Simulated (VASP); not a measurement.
# MnAs3H4S6N (R3) in VASP: electric field gradients with PBE+U

Aim: the electric field gradients of MnAs3H4S6N with PBE+U.

All numbers are computed with VASP 6.6.1; they aren't measurements. Logs are shortened: lines on timing, memory, paths and dates and some standing lists are left out, and cuts for length are marked.

### Step 1. The cell of the first run

Symmetry: R3, No. 146, trigonal system. Conventional cell: a = 9.187 Å, b = 9.187 Å, c = 10.854 Å, α = 90.00°, β = 90.00°, γ = 120.00°. Mn (site symmetry 3) has 6 S at 2.49 to 2.70 Å and 1 H at 3.06 Å within 3.3 Å. Within 1.4 Å of H (site symmetry 1) lie 1 N at 1.04 Å. H (site symmetry 3) has 1 N at 1.03 Å within 1.4 Å. Within 2.9 Å of As (site symmetry 1) lie 3 S at 2.20 to 2.36 Å. S (site symmetry 1) has 3 As at 2.34 to 3.14 Å and 1 Mn at 2.70 Å and 1 H at 3.19 Å within 3.2 Å. S (site symmetry 1) has 1 As at 2.20 Å and 2 H at 2.40 to 2.78 Å and 1 Mn at 2.49 Å within 2.9 Å. Within 1.4 Å of N (site symmetry 3) lie 4 H at 1.03 to 1.04 Å.

### Step 2. Electric field gradients, PBE+U, collinear spin, ferromagnetic start

Contents of INCAR:

```
SYSTEM = MnAs3H4S6N
  PREC = Accurate
  ENCUT = 520
  EDIFF = 1E-8
  ISMEAR = -1
  SIGMA = 0.02
  LREAL = Auto
  LASPH = .True.
  NELM = 150
  ALGO = Normal
  ISIF = 2
  LWAVE = .False.
  LCHARG = .False.
  ISPIN = 2
  MAGMOM = 5 0 0 0 0 0 0 0 0 0 0 0 0 0 0
  LORBIT = 11
  LMAXMIX = 4
  LDAU = .True.
  LDAUTYPE = 2
  LDAUL = 2 -1 -1 -1 -1
  LDAUU = 3.9 0 0 0 0
  LDAUJ = 0 0 0 0 0
  LDAUPRINT = 1
  GGA = PE
  LEFG = .True.
  NBANDS = 54
  KPAR = 4
```

Contents of KPOINTS:

```
regular mesh
0
Gamma
  5 5 5
  0 0 0
```

Contents of POSCAR:

```
MnAs3H4S6N
1.0
    4.5936000000      2.6521161965      3.6179666667
   -4.5936000000      2.6521161965      3.6179666667
    0.0000000000     -5.3042323931      3.6179666667
Mn H As S N
1 4 3 6 1
Direct
    0.7866472816      0.7866472816      0.7866472816
    0.3177277081      0.1206321538      0.1432441962
    0.1432441962      0.3177277081      0.1206321538
    0.1206321538      0.1432441962      0.3177277081
    0.0686876780      0.0686876780      0.0686876780
    0.6864899622      0.2740824663      0.5407117274
    0.5407117274      0.6864899622      0.2740824663
    0.2740824663      0.5407117274      0.6864899622
    0.5752877435      0.4273465291      0.8559638353
    0.8559638353      0.5752877435      0.4273465291
    0.4273465291      0.8559638353      0.5752877435
    0.9603699005      0.1031323979      0.6488369652
    0.6488369652      0.9603699005      0.1031323979
    0.1031323979      0.6488369652      0.9603699005
    0.1638994549      0.1638994549      0.1638994549
```

Potentials or basis: VASP PAW PBE potentials, release 64 (Mn_pv, H, As, S, N).

Started as:

```sh
> cat potpaw_PBE.64/Mn_pv/POTCAR potpaw_PBE.64/H/POTCAR potpaw_PBE.64/As/POTCAR potpaw_PBE.64/S/POTCAR potpaw_PBE.64/N/POTCAR > POTCAR
> mpirun -np 4 vasp_std > vasp.out
```

OUTCAR:

```text
SYSTEM = MnAs3H4S6N
   PREC = Accurate
   ENCUT = 520
   EDIFF = 1E-8
   ISMEAR = -1
   LREAL = Auto
   LASPH = .True.
   NELM = 150
   ISIF = 2
   ISPIN = 2
   LORBIT = 11
   GGA = PE

 ion  position               nearest neighbor table
   1  0.787  0.787  0.787-  12 2.49  13 2.49  14 2.49   9 2.70  11 2.70  10 2.70
   2  0.318  0.121  0.143-  15 1.04
   3  0.143  0.318  0.121-  15 1.04
   4  0.121  0.143  0.318-  15 1.04
   5  0.069  0.069  0.069-  15 1.03
   6  0.686  0.274  0.541-  12 2.20  10 2.34   9 2.36
   7  0.541  0.686  0.274-  13 2.20  11 2.34  10 2.36
   8  0.274  0.541  0.686-  14 2.20   9 2.34  11 2.36
   9  0.575  0.427  0.856-   8 2.34   6 2.36   1 2.70
  10  0.856  0.575  0.427-   6 2.34   7 2.36   1 2.70
  11  0.427  0.856  0.575-   7 2.34   8 2.36   1 2.70
  12  0.960  0.103  0.649-   6 2.20   1 2.49
  13  0.649  0.960  0.103-   7 2.20   1 2.49
  14  0.103  0.649  0.960-   8 2.20   1 2.49
  15  0.164  0.164  0.164-   5 1.03   3 1.04   4 1.04   2 1.04

  LATTYP: Found a trigonal (rhomboedric) cell.
 ALAT       =     6.4206358004
 COS(alpha) =    -0.0237178454

  Lattice vectors:

 A1 = (   4.5936000000,   2.6521161965,   3.6179666667)
 A2 = (  -4.5936000000,   2.6521161965,   3.6179666667)
 A3 = (   0.0000000000,  -5.3042323931,   3.6179666667)

Analysis of symmetry for initial positions (statically):
=====================================================================
 Subroutine PRICEL returns:
 Original cell was already a primitive cell.

 Routine SETGRP: Setting up the symmetry group for a
 trigonal (rhombohedral) supercell.

 Subroutine GETGRP returns: Found  3 space group operations
 (whereof  3 operations were pure point group operations)
 out of a pool of 12 trial point group operations.

The static configuration has the point symmetry C_3 .

Analysis of symmetry for dynamics (positions and initial velocities):
=====================================================================
 Subroutine PRICEL returns:
 Original cell was already a primitive cell.

 Routine SETGRP: Setting up the symmetry group for a
 trigonal (rhombohedral) supercell.

 Subroutine GETGRP returns: Found  3 space group operations
 (whereof  3 operations were pure point group operations)
 out of a pool of 12 trial point group operations.

The dynamic configuration has the point symmetry C_3 .

Analysis of structural, dynamic, and magnetic symmetry:
=====================================================================
 Subroutine PRICEL returns:
 Original cell was already a primitive cell.

[... 2624 lines left out ...]
   2      16.603    -7.389    -9.215    13.465    11.376     5.082
   3      10.270    -1.056    -9.215   -17.121   -10.089     7.311
   4     -13.052    22.266    -9.215     3.656    -1.287   -12.393
   5     -15.156   -15.156    30.312     0.000     0.000    -0.000
   6     -15.462   110.989   -95.527    22.998  -119.096     9.768
   7      99.293    -3.766   -95.527    43.256    51.089  -108.024
   8      59.460    36.068   -95.527   -66.254    68.007    98.256
   9      68.847   -62.236    -6.612    53.866    31.617   -83.548
  10      17.184   -10.573    -6.612   -83.694    56.546    69.155
  11     -76.114    82.726    -6.612    29.828   -88.163    14.393
  12     148.064   -64.909   -83.156   -41.200    72.658     8.514
  13     -47.346   130.501   -83.156   -71.620   -43.702    58.667
  14      24.015    59.140   -83.156   112.820   -28.956   -67.181
  15      -0.577    -0.577     1.155    -0.000    -0.000     0.000
---------------------------------------------------------------------

 Electric field gradients after diagonalization (V/A^2)
 (convention: |V_zz| > |V_xx| > |V_yy|)
----------------------------------------------------------------------
 ion       V_xx      V_yy      V_zz     asymmetry (V_yy - V_xx)/ V_zz
----------------------------------------------------------------------
   1      -4.872    -4.872     9.744       0.000
   2     -13.512   -13.423    26.935       0.003
   3     -13.512   -13.423    26.935       0.003
   4     -13.512   -13.423    26.935       0.003
   5     -15.156   -15.156    30.312       0.000
   6     116.179    66.516  -182.695       0.272
   7     116.179    66.516  -182.695       0.272
   8     116.179    66.516  -182.695       0.272
   9      88.195    52.732  -140.927       0.252
  10      88.195    52.732  -140.927       0.252
  11      88.195    52.732  -140.927       0.252
  12    -112.983   -61.834   174.816       0.293
  13    -112.983   -61.834   174.816       0.293
  14    -112.983   -61.834   174.816       0.293
  15      -0.577    -0.577     1.155       0.000
----------------------------------------------------------------------

           NMR quadrupolar parameters

 Cq : quadrupolar parameter    Cq=e*Q*V_zz/h
 eta: asymmetry parameters     (V_yy - V_xx)/ V_zz
 Q  : nuclear electric quadrupole moment in mb (millibarn)
----------------------------------------------------------------------
 ion       Cq(MHz)       eta       Q (mb)
----------------------------------------------------------------------
   1       0.024       0.000       1.000
   2       0.065       0.003       1.000
   3       0.065       0.003       1.000
   4       0.065       0.003       1.000
   5       0.073       0.000       1.000
   6      -0.442       0.272       1.000
   7      -0.442       0.272       1.000
   8      -0.442       0.272       1.000
   9      -0.341       0.252       1.000
  10      -0.341       0.252       1.000
  11      -0.341       0.252       1.000
  12       0.423       0.293       1.000
  13       0.423       0.293       1.000
  14       0.423       0.293       1.000
  15       0.003       0.000       1.000
----------------------------------------------------------------------

 total charge

# of ion       s       p       d       tot
------------------------------------------
    1        0.233   6.192   4.899  11.324
    2        0.592   0.081   0.000   0.672
    3        0.592   0.081   0.000   0.672
    4        0.592   0.081   0.000   0.672
    5        0.604   0.082   0.000   0.685
    6        1.318   1.262   0.086   2.666
    7        1.318   1.262   0.086   2.666
    8        1.318   1.262   0.086   2.666
    9        1.366   2.323   0.000   3.688
   10        1.366   2.323   0.000   3.688
   11        1.366   2.323   0.000   3.688
   12        1.350   2.369   0.000   3.719
   13        1.350   2.369   0.000   3.719
   14        1.350   2.369   0.000   3.719
   15        1.229   2.830   0.000   4.059
--------------------------------------------------
tot         15.942  27.209   5.158  48.309

 magnetization (x)

# of ion       s       p       d       tot
------------------------------------------
    1        0.034   0.034   4.435   4.503
    2        0.000   0.000   0.000   0.000
    3        0.000   0.000   0.000   0.000
    4        0.000   0.000   0.000   0.000
    5       -0.000  -0.000   0.000  -0.000
    6        0.001   0.014   0.001   0.016
    7        0.001   0.014   0.001   0.016
    8        0.001   0.014   0.001   0.016
    9        0.005   0.011   0.000   0.016
   10        0.005   0.011   0.000   0.016
   11        0.005   0.011   0.000   0.016
   12        0.003   0.004   0.000   0.007
   13        0.003   0.004   0.000   0.007
   14        0.003   0.004   0.000   0.007
   15        0.000   0.002   0.000   0.002
--------------------------------------------------
tot          0.062   0.123   4.439   4.624
```

OSZICAR:

```text
N       E                     dE             d eps       ncg     rms          rms(c)
DAV:   1     0.456563071950E+03    0.45656E+03   -0.32937E+04  5336   0.120E+03
DAV:   2    -0.290390603015E+02   -0.48560E+03   -0.46189E+03  5980   0.254E+02
DAV:   3    -0.740342429558E+02   -0.44995E+02   -0.44287E+02  6184   0.811E+01
[... 12 lines left out ...]
DAV:  16    -0.726586856824E+02   -0.25370E-05   -0.32532E-06  6016   0.105E-02    0.450E-03
DAV:  17    -0.726586859178E+02   -0.23543E-06   -0.47068E-07  5984   0.409E-03    0.198E-03
DAV:  18    -0.726586858993E+02    0.18531E-07   -0.84384E-08  5992   0.119E-03    0.952E-04
DAV:  19    -0.726586859750E+02   -0.75724E-07   -0.30929E-08  5112   0.717E-04    0.350E-04
DAV:  20    -0.726586859893E+02   -0.14254E-07   -0.62080E-09  4072   0.367E-04    0.172E-04
DAV:  21    -0.726586859931E+02   -0.38117E-08   -0.13001E-09  3312   0.156E-04
   1 F= -.72658686E+02 E0= -.72658686E+02  d E =-.279150E-10  mag=     5.0000
```

It took 6.6 min on 4 MPI ranks of AMD EPYC 7R43 (Zen 3), shared host; peak memory 0.65 GiB.

Results:

```
Free energy                                           : -72.6587 eV
Pressure                                              : 2.0 GPa
Largest force                                         : 0.360 eV/Å
Band gap on the k mesh                                : 1.86 eV (least direct gap 1.89 eV)
Net moment                                            : 5.00 μB per cell
Site moments                                          : Mn +4.50; H +0.00, -0.00 (each value once); As +0.02; S +0.02, +0.01 (each value once); N +0.00 μB
Largest electric field gradient by atom               : Mn +9.7; H +26.9, +30.3 (each value once); As -182.7; S -140.9, +174.8 (each value once); N +1.2 V/Å²
Valence electrons inside the program's atomic spheres : Mn 11.32; H 0.67, 0.69 (each value once); As 2.67; S 3.69, 3.72 (each value once); N 4.06
```

Forces in eV/Å, atoms in the order of the input:
```
Mn   0.000  0.000 -0.321
H   -0.004 -0.005 -0.003
H    0.006 -0.001 -0.003
H   -0.002  0.006 -0.003
H    0.000  0.000  0.042
As  -0.019  0.015  0.034
As  -0.003 -0.023  0.034
As   0.022  0.009  0.034
S    0.042 -0.129 -0.133
S    0.091  0.100 -0.133
S   -0.132  0.028 -0.133
S   -0.089  0.288  0.198
S   -0.205 -0.221  0.198
S    0.293 -0.067  0.198
N    0.000  0.000 -0.010
```

Levels at points of the mesh, in eV from the valence-band top:
Spin up:
| k point | band 36 | band 37 | band 38 | band 39 | band 40 | band 41 | band 42 | band 43 |
| --- | --- | --- | --- | --- | --- | --- | --- | --- |
| (0.00, 0.00, 0.00) | -0.74 | -0.74 | -0.03 | -0.03 | 2.27 | 2.84 | 2.84 | 2.89 |
Spin down:
```csv
k point,band 31,band 32,band 33,band 34,band 35,band 36,band 37,band 38
"(0.00, 0.00, 0.00)",-0.88,-0.88,-0.37,-0.37,2.32,2.60,2.60,2.93
```

Electric field gradients, principal values (V/Å²):
```
atom    least    middle  greatest (by size)
1 Mn   -4.872    -4.872               9.744
 2 H  -13.423   -13.512              26.935
 3 H  -13.423   -13.512              26.935
 4 H  -13.423   -13.512              26.935
 5 H  -15.156   -15.156              30.312
6 As   66.516   116.179            -182.695
7 As   66.516   116.179            -182.695
8 As   66.516   116.179            -182.695
 9 S   52.732    88.195            -140.927
10 S   52.732    88.195            -140.927
11 S   52.732    88.195            -140.927
12 S  -61.834  -112.983             174.816
13 S  -61.834  -112.983             174.816
14 S  -61.834  -112.983             174.816
15 N   -0.577    -0.577               1.155
```

Eigenvalues of the final occupation matrices:
```
    site  spin  trace               eigenvalues
site 1 d     1   4.68  0.93 0.93 0.93 0.95 0.95
site 1 d     2   0.24  0.02 0.02 0.02 0.09 0.09
```

Caveat: without QUAD_EFG the Cq values of the log hold for a quadrupole moment of 1 mb, not for the nuclei; a cell with one magnetic atom can't hold antiferromagnetic order, which such compounds often take. A k mesh can miss the band edges.
